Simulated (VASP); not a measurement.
# Pt (Fm-3m) in VASP: notebook

Aim: see how the results for Pt move with the level of theory and the settings. Levels: RPBE, revPBE, BLYP, PBE. Tasks: single point.

All numbers are computed with VASP 6.6.1; they aren't measurements. Logs are shortened: lines on timing, memory, paths and dates and some standing lists are left out, and cuts for length are marked.

## 1. The cell of the first run

It takes space group Fm-3m (No. 225, cubic). Conventional cell: a = 3.994 Å, b = 3.994 Å, c = 3.994 Å, α = 90.00°, β = 90.00°, γ = 90.00°. Pt (site symmetry m-3m) has 12 Pt at 2.82 Å within 3.7 Å.

## 2. Single point, RPBE

INCAR

```
SYSTEM = Pt
ALGO = Fast
EDIFF = 1E-7
ENCUT = 520
GGA = RP
ISIF = 2
ISMEAR = -1
LASPH = .TRUE.
LCHARG = .FALSE.
LREAL = .FALSE.
LWAVE = .FALSE.
NBANDS = 11
NELM = 100
PREC = Accurate
SIGMA = 0.05
```

KPOINTS

```
k-points
0
G
  12 12 12
  0 0 0
```

POSCAR

```
Pt
1.0
    0.0000000000      1.9968183849      1.9968183849
    1.9968183849      0.0000000000      1.9968183849
    1.9968183849      1.9968183849      0.0000000000
Pt
1
Direct
    0.0000000000      0.0000000000      0.0000000000
```

Potentials or basis: VASP PAW PBE potentials, release 64 (Pt).

The run is started by

```
$ cat potpaw_PBE.64/Pt/POTCAR > POTCAR
$ mpirun -np 1 vasp_std > vasp.out
```

OUTCAR:

```text
SYSTEM = Pt
   EDIFF = 1E-7
   ENCUT = 520
   GGA = RP
   ISIF = 2
   ISMEAR = -1
   LASPH = .TRUE.
   LREAL = .FALSE.
   NELM = 100
   PREC = Accurate

 ion  position               nearest neighbor table
   1  0.000  0.000  0.000-

  LATTYP: Found a face centered cubic cell.
 ALAT       =     3.9936367698

  Lattice vectors:

 A1 = (   0.0000000000,   1.9968183849,   1.9968183849)
 A2 = (   1.9968183849,   0.0000000000,   1.9968183849)
 A3 = (   1.9968183849,   1.9968183849,   0.0000000000)

Analysis of symmetry for initial positions (statically):
=====================================================================
 Subroutine PRICEL returns:
 Original cell was already a primitive cell.

 Routine SETGRP: Setting up the symmetry group for a
 face centered cubic supercell.

 Subroutine GETGRP returns: Found 48 space group operations
 (whereof 48 operations were pure point group operations)
 out of a pool of 48 trial point group operations.

The static configuration has the point symmetry O_h .

Analysis of symmetry for dynamics (positions and initial velocities):
=====================================================================
 Subroutine PRICEL returns:
 Original cell was already a primitive cell.

 Routine SETGRP: Setting up the symmetry group for a
 face centered cubic supercell.

 Subroutine GETGRP returns: Found 48 space group operations
 (whereof 48 operations were pure point group operations)
 out of a pool of 48 trial point group operations.

The dynamic configuration has the point symmetry O_h .

 Subroutine INISYM returns: Found 48 space group operations
 (whereof 48 operations are pure point group operations),
 and found     1 'primitive' translations

----------------------------------------------------------------------------------------

                                     Primitive cell

  volume of cell :      15.9238

  direct lattice vectors                    reciprocal lattice vectors
     0.000000000  1.996818385  1.996818385    -0.250398336  0.250398336  0.250398336
     1.996818385  0.000000000  1.996818385     0.250398336 -0.250398336  0.250398336
     1.996818385  1.996818385  0.000000000     0.250398336  0.250398336 -0.250398336

  length of vectors
     2.823927642  2.823927642  2.823927642     0.433702639  0.433702639  0.433702639

  position of ions in fractional coordinates (direct lattice)
     0.000000000  0.000000000  0.000000000

  ion indices of the primitive-cell ions
   primitive index   ion index
                 1           1

----------------------------------------------------------------------------------------

 KPOINTS: k-points

Automatic generation of k-mesh.
 Grid dimensions read from file:
 generate k-points for:   12   12   12

 Generating k-lattice:

  Cartesian coordinates                     Fractional coordinates (reciprocal lattice)
    -0.020866528  0.020866528  0.020866528     0.083333333  0.000000000  0.000000000
     0.020866528 -0.020866528  0.020866528     0.000000000  0.083333333  0.000000000
     0.020866528  0.020866528 -0.020866528     0.000000000  0.000000000  0.083333333

  Length of vectors
     0.036141887  0.036141887  0.036141887

  Shift w.r.t. Gamma in fractional coordinates (k-lattice)
     0.000000000  0.000000000  0.000000000

 Subroutine IBZKPT returns following result:
 ===========================================

 Found     72 irreducible k-points:

 Following reciprocal coordinates:
            Coordinates               Weight
  0.000000  0.000000  0.000000      1.000000
  0.083333  0.000000  0.000000      8.000000
  0.166667  0.000000  0.000000      8.000000
  0.250000  0.000000  0.000000      8.000000
  0.333333  0.000000  0.000000      8.000000
  0.416667  0.000000  0.000000      8.000000
[... 16 lines left out ...]
  0.500000  0.166667  0.000000     24.000000
 -0.416667  0.166667  0.000000     24.000000
 [... further k-points ...]
   k-points           NKPTS =     72   k-points in BZ     NKDIM =     72   number of bands    NBANDS=     11
   number of dos      NEDOS =    301   number of ions     NIONS =      1
   total plane-waves  NPLWV =  13824
   dimension x,y,z NGX =    24 NGY =   24 NGZ =   24
   dimension x,y,z NGXF=    48 NGYF=   48 NGZF=   48
   ions per type =               1
   NGX,Y,Z   is equivalent  to a cutoff of  14.13, 14.13, 14.13 a.u.
   NGXF,Y,Z  is equivalent  to a cutoff of  28.26, 28.26, 28.26 a.u.
 SYSTEM =  Pt
   PREC   = accura    normal or accurate (medium, high low for compatibility)
   ISTART =      0    job   : 0-new  1-cont  2-samecut
   ICHARG =      2    charge: 1-file 2-atom 10-const
   ISPIN  =      1    spin polarized calculation?
   LNONCOLLINEAR =      F non collinear calculations
   LSORBIT =      F    spin-orbit coupling
   LASPH  =      T    aspherical Exc in radial PAW
   ENCUT  =  520.0 eV  38.22 Ry    6.18 a.u.   5.25  5.25  5.25*2*pi/ulx,y,z
   NELM   =    100;   NELMIN=  2; NELMDL= -5     # of ELM steps
   EDIFF  = 0.1E-06   stopping-criterion for ELM
   LREAL  =      F    real-space projection
   EDIFFG = 0.1E-05   stopping-criterion for IOM
   NSW    =      0    number of steps for IOM
   IBRION =     -1    ionic relax: 0-MD 1-quasi-New 2-CG
   NFREE  =      0    steps in history (QN), initial steepest desc. (CG)
   ISIF   =      2    stress and relaxation
   ISYM   =      2    0-nonsym 1-usesym 2-fastsym
   POTIM  = 0.5000    time-step for ionic-motion
   TEBEG  =    0.0;   TEEND  =   0.0 temperature during run
   PSTRESS=    0.0 pullay stress
   NELECT =      10.0000    total number of electrons
   NUPDOWN=      -1.0000    fix difference up-down
   EMIN   =  10.00;   EMAX   =-10.00  energy-range for DOS
   EFERMI =   0.00;   METHOD = LEGACY
   ISMEAR =    -1;   SIGMA  =   0.05  broadening in eV -4-tet -1-fermi 0-gaus
   EFERMI_NEDOS =   21; number of points for ismear=-14 and -15
   IALGO  =     68    algorithm
   IMIX   =      4    mixing-type and parameters
     AMIX     =   0.40;   BMIX     =  1.00
     AMIX_MAG =   1.60;   BMIX_MAG =  1.00
  volume/ion in A,a.u.               =      15.92       107.46
  Fermi-wavevector in a.u.,A,eV,Ry     =   1.401930  2.649263 26.740988  1.965407
  Thomas-Fermi vector in A             =   2.524742
   LORBIT       =      0    0 simple, 1 ext, 2 COOP (PROOUT), +10 PAW based schemes
   GGA     = RP    functional components
   LHFCALC =     F    Hartree Fock is set to
   AEXX    =    0.0000 exact exchange contribution
   IVDW    =     0    specifies the selected vdW correction
   LEPSILON=     F    determine dielectric tensor
   LRPA    =     F    only Hartree local field effects (RPA)
 non-spin polarized calculation
 RMM-DIIS sequential band-by-band and
  energy-cutoff  :      520.00
  volume of cell :       15.92
 maximum number of plane-waves:       444
 NGX is ok and might be reduce to    24
   NGX = 11   NGY = 11   NGZ = 11

 number of electron      10.0000001 magnetization

 Free energy of the ion-electron system (eV)
  ---------------------------------------------------
  ext. energy  EPLUGINS =         0.00000000
  ---------------------------------------------------
  free energy    TOTEN  =        -5.46988430 eV

  energy without entropy =       -5.45366548  energy(sigma->0) =       -5.46177489

 E-fermi :  10.3486     XC(G=0): -13.1035

 val. band max:       10.3443305874   @ k =  -0.2500   0.4167   0.1667
 cond. band min:      10.3488567451   @ k =  -0.4167   0.4167   0.1667
 fundamental gap:      0.0045261578
 Fermi energy:        10.3485712390

 k-point     1 :       0.0000    0.0000    0.0000
  band No.  band energies     occupation
      1       0.7492      2.00000
      2       6.8808      2.00000
      3       6.8808      2.00000
      4       6.8808      2.00000
      5       8.8407      2.00000
      6       8.8407      2.00000
      7      25.0863      0.00000
      8      29.7714      0.00000
      9      29.7714      0.00000
     10      29.7714      0.00000
     11      34.9053      0.00000

 k-point     2 :       0.0833    0.0000    0.0000
  band No.  band energies     occupation
      1       1.0125      2.00000
      2       6.7721      2.00000
      3       6.9801      2.00000
      4       6.9801      2.00000
      5       8.7897      2.00000
      6       8.7897      2.00000
      7      25.4712      0.00000
      8      28.4499      0.00000
      9      30.1594      0.00000
     10      30.1594      0.00000
     11      36.1605      0.00000

 k-point     3 :       0.1667    0.0000    0.0000
  band No.  band energies     occupation
      1       1.7461      2.00000
      2       6.5545      2.00000
      3       7.1819      2.00000
      4       7.1819      2.00000
      5       8.7513      2.00000
      6       8.7513      2.00000
      7      25.9907      0.00000
      8      26.4198      0.00000
      9      31.2263      0.00000
     10      31.2263      0.00000
     11      34.5837      0.00000

 k-point     4 :       0.2500    0.0000    0.0000
  band No.  band energies     occupation
      1       2.7112      2.00000
      2       6.5660      2.00000
      3       7.2241      2.00000
      4       7.2241      2.00000
      5       9.0123      2.00000
      6       9.0123      2.00000
      7      23.3342      0.00000
      8      26.6032      0.00000
      9      32.3811      0.00000
     10      32.3811      0.00000
     11      33.4039      0.00000
[... 239 lines left out ...]
 k-point    22 :       0.4167    0.1667    0.0000
  band No.  band energies     occupation
      1       4.2025      2.00000
      2       6.2809      2.00000
      3       6.7633      2.00000
      4       7.7077      2.00000
      5      10.3055      1.40611
      6      10.8794      0.00005
      7      19.4382      0.00000
      8      26.1279      0.00000
      9      27.2292      0.00000
     10      28.9679      0.00000
     11      36.5134      0.00000

 k-point    23 :       0.5000    0.1667    0.0000
  band No.  band energies     occupation
      1       4.2947      2.00000
      2       6.2934      2.00000
      3       7.4446      2.00000
      4       7.5337      2.00000
      5      10.4216      0.37681
      6      12.7353      0.00000
      7      16.5015      0.00000
      8      25.3363      0.00000
      9      27.3371      0.00000
     10      27.7436      0.00000
     11      37.0616      0.00000

 k-point    24 :      -0.4167    0.1667    0.0000
  band No.  band energies     occupation
      1       4.3485      2.00000
      2       6.3050      2.00000
      3       7.4522      2.00000
      4       7.7414      2.00000
      5      10.0655      1.99307
      6      13.2774      0.00000
      7      16.0444      0.00000
      8      24.8573      0.00000
      9      27.0035      0.00000
     10      28.4112      0.00000
     11      36.6131      0.00000

 [... further k-points ...]
[... 5 lines left out ...]
  --------------------------------------------------------------------------------------
  -------------------------------------------------------------------------------------
  Total       -0.0475397     -0.0475397     -0.0475397     -0.0000000      0.0000000      0.0000000
  in kB       -4.7832276     -4.7832276     -4.7832276     -0.0000000      0.0000000      0.0000000
  external PRESSURE =      -4.7832276 kB  Pullay stress =       0.0000000 kB

 VOLUME and BASIS-vectors are now :
 -----------------------------------------------------------------------------
  energy-cutoff  :      520.00
  volume of cell :       15.92
      direct lattice vectors                 reciprocal lattice vectors
     0.000000000  1.996818385  1.996818385    -0.250398336  0.250398336  0.250398336
     1.996818385  0.000000000  1.996818385     0.250398336 -0.250398336  0.250398336
     1.996818385  1.996818385  0.000000000     0.250398336  0.250398336 -0.250398336

 POSITION                                       TOTAL-FORCE (eV/Angst)
 -----------------------------------------------------------------------------------
      0.00000      0.00000      0.00000         0.000000     -0.000000      0.000000
 -----------------------------------------------------------------------------------
    total drift:                               -0.000000      0.000000     -0.000000

  FREE ENERGIE OF THE ION-ELECTRON SYSTEM (eV)
  ---------------------------------------------------
  free  energy   TOTEN  =        -5.4698843030 eV

  energy  without entropy=       -5.4536654843  energy(sigma->0) =       -5.46177489
```

Wall time 6.2 s (1 thread of Intel Xeon 6975P-C (Granite Rapids), shared host); peak memory 0.15 GiB.

Results:

```yaml
Free_energy: -5.4699 eV
Pressure: -0.5 GPa
Band_gap_on_the_k_mesh: zero (band 5 reaches 10.78 eV, above the bottom of band 6 at 8.75 eV)
```

Levels at points of the mesh, in eV from the Fermi level:
```
           k point  band 3  band 4  band 5  band 6  band 7  band 8
(0.00, 0.00, 0.00)   -3.47   -3.47   -1.51   -1.51   14.74   19.42
(0.50, 0.00, 0.00)   -3.53   -0.24    0.02    0.02    5.45   14.30
(0.50, 0.50, 0.00)   -0.02    0.43    0.43    1.90    8.33   11.23
```

Caveat: the PAW data sets were made with another functional, which shifts forces and pressure a little; spin-orbit coupling is left out, which moves the levels of the heavy elements.

(Continued in part 2 of 2.)
